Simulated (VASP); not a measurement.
FePt, 2 atoms in the cell. Symmetry: P4/mmm, No. 123, tetragonal system. Conventional cell: a = 2.724 Å, b = 2.724 Å, c = 3.720 Å, α = 90.00°, β = 90.00°, γ = 90.00°. Fe (site symmetry 4/mmm) has 8 Pt at 2.68 Å and 4 Fe at 2.72 Å within 3.5 Å. Within 3.5 Å of Pt (site symmetry 4/mmm) lie 8 Fe at 2.68 Å and 4 Pt at 2.72 Å. 

| Quantity | Value |
| --- | --- |
| Program | VASP 6.6.1 |
| Task | single point |
| Functional | PBE |
| Potentials or basis | VASP PAW PBE potentials, release 64 (Fe, Pt) |
| Cutoff | 600 eV |
| k mesh | 16 × 16 × 12 |
| Occupations | fermi-dirac, width 0.05 eV |
| Spin | collinear spin, ferromagnetic start |
| Starting moments | [3.0, 0.3] μB |
| Dipole correction | no |
| Further INCAR settings | ALGO = Normal; EDIFF = 1e-06; NBANDS = 20 |

Potentials or basis: VASP PAW PBE potentials, release 64 (Fe, Pt).

Launch:

```console
$ cat potpaw_PBE.64/Fe/POTCAR potpaw_PBE.64/Pt/POTCAR > POTCAR
$ mpirun -np 1 vasp_std > vasp.out
```

Hardware: 1 thread of Intel(R) Xeon(R) Platinum 8259CL CPU @ 2.50GHz (Skylake/Cascade Lake), with other jobs on the host.

Estimate the wall time of this run.

It took 3.9 min on 1 thread of Intel(R) Xeon(R) Platinum 8259CL CPU @ 2.50GHz (Skylake/Cascade Lake), on a shared host, peak memory 0.43 GiB. Counts: scf iterations 15, k points 315.
